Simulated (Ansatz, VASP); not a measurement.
**One calculation of SiC, two programs**

```xyz
4
Lattice="2.9622 0.0000 0.0000 -1.4811 2.6633 0.0000 0.0000 0.0000 5.0481" Properties=species:S:1:pos:R:3 pbc="T T T"
Si    0.0000    1.7781    2.5272
Si    1.4811    0.8853    5.0512
C     0.0000    1.7922    4.4140
C     1.4811    0.8711    1.8899
```

Change from the starting cell: uniaxial_x strain -3.7%.

Alike in both runs: task single point; functional r2SCAN; k mesh 12 × 12 × 6; no spin polarisation.

```csv
,VASP,Ansatz
version,VASP 6.6.1,Ansatz 0.2.0
potentials or method,"VASP PAW PBE potentials, release 64 (Si, C)","plane waves, PAW"
plane-wave cutoff (eV),520,500
occupations,"gaussian, width 0.01 eV",fixed
valence electrons in the cell,16,16
```

Ansatz gave:

| Item | Value |
| --- | --- |
| gap on the k mesh at the Fermi level (eV) | 2.24 |
| pressure (GPa) | 9.3 |
| traceless stress, the component that is largest in VASP (GPa) | 12.37 |
| rms of the force components (eV/Å) | 0.004 |

Question: Estimate VASP's values.

Answer: gap on the k mesh at the Fermi level (eV): 2.25; pressure (GPa): 9.1; traceless stress, the component that is largest in VASP (GPa): 12.43; rms of the force components (eV/Å): 0.004.

VASP's potentials were made for PBE, not for r2SCAN. Atom by atom the forces differ by 0.001 eV/Å (rms over components).
